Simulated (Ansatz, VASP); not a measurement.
# One calculation of Ti2Al, two programs

```xyz
3
Lattice="2.7351 0.0000 0.0000 0.0000 2.7351 0.0000 0.0000 0.0000 5.2256" Properties=species:S:1:pos:R:3 pbc="T T T"
Ti    1.3676    1.3676    1.4109
Ti    1.3676    1.3676    3.8147
Al    0.0000    0.0000    0.0000
```

Change from the starting cell: species swapped into the FeSi2 type (P4/mmm, No. 123).

Alike in both runs: task single point; functional PBE; k mesh 6 × 6 × 4; occupations gaussian, width 0.1 eV; no spin polarisation.

|  | VASP | Ansatz |
| --- | --- | --- |
| version | VASP 6.6.1 | Ansatz 0.2.0 |
| potentials or method | VASP PAW PBE potentials, release 64 (Ti_sv, Al), cutoff 520 eV | scalar-relativistic, plane waves, PAW |
| valence electrons in the cell | 27 | 27 |

|  | VASP | Ansatz | Ansatz less VASP |
| --- | --- | --- | --- |
| gap on the k mesh at the Fermi level (eV) | none | none | - |
| rms of the force components (eV/Å) | 1.681 | 1.689 | +0.0081 |

Atom by atom the forces differ by 0.008 eV/Å (rms over components). A gap of «none» marks a metal or a gap that the smearing closes.

The k mesh is coarse, so the values compare programs but aren't converged.
